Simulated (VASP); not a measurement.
Write the native input for VASP 6.6.1 that does the following.

* Task: relaxation of cell and atoms
* Functional: PBEsol
* Potentials or basis: VASP PAW PBE potentials, release 64 (S)
* Cutoff: 600 eV
* k mesh: 6 × 6 × 6
* Occupations: gaussian, width 0.02 eV
* Spin: no spin polarisation
* Dipole correction: no
* Further INCAR settings: ALGO = Normal; EDIFF = 1e-07; IBRION = 2; EDIFFG = -0.01; NSW = 80; ISIF = 3

The structure of S lies in POSCAR:

```
S
1.0
    4.2818200294      0.0000000000      0.0000000000
   -2.1409100148      3.7081649199      0.0000000000
    0.0000000000      0.0000000000      4.4160094064
S
3
Direct
    0.1980182179      0.0000000000      0.3333333333
    0.0000000000      0.1980182179      0.6666666667
    0.8019817821      0.8019817821      0.0000000000
```

One way to write it, as run:

INCAR

```
SYSTEM = S
PREC     = Accurate       ! precision mode
ENCUT    = 600            ! plane-wave cutoff, eV
EDIFF    = 1E-7           ! SCF threshold, eV
ISMEAR   = 0              ! smearing method
SIGMA    = 0.02           ! smearing width, eV
LREAL    = .FALSE.        ! projectors in reciprocal space
LASPH    = .TRUE.         ! aspherical terms in the spheres
NELM     = 100            ! most SCF steps
ALGO     = Normal         ! electronic algorithm
ISIF     = 3              ! what is computed and relaxed
LWAVE    = .FALSE.        ! write WAVECAR
LCHARG   = .FALSE.        ! write CHGCAR
GGA      = PS             ! functional
IBRION   = 2              ! ionic algorithm
NSW      = 80             ! ionic steps
EDIFFG   = -0.01          ! ionic threshold
```

KPOINTS

```
regular mesh
0
G
  6 6 6
  0 0 0
```

Potentials or basis: VASP PAW PBE potentials, release 64 (S).

The run is started by

```bash
$ cat potpaw_PBE.64/S/POTCAR > POTCAR
$ mpirun -np 1 vasp_std > vasp.out
```

Results of the run:

The relaxed volume is 24.84 Å³/atom. The relaxed cell is a = 4.427 Å, b = 4.427 Å, c = 4.389 Å, α = 90.00°, β = 90.00°, γ = 120.00°. The space group after relaxing (to 0.05 Å) is P3_121 (No. 152) and the energy gained by relaxing is 2.4 meV/atom. The ionic steps are 10 and the pressure after relaxing is 0.0 GPa. The band gap on the k mesh is 1.95 eV, indirect (least direct gap 2.27 eV).

Caveat: the PAW data sets were made with another functional, which shifts forces and pressure a little.

Run time: 100 s on 1 thread of Intel(R) Xeon(R) 6975P-C (Granite Rapids), with other jobs on the host, peak memory 0.2 GiB.
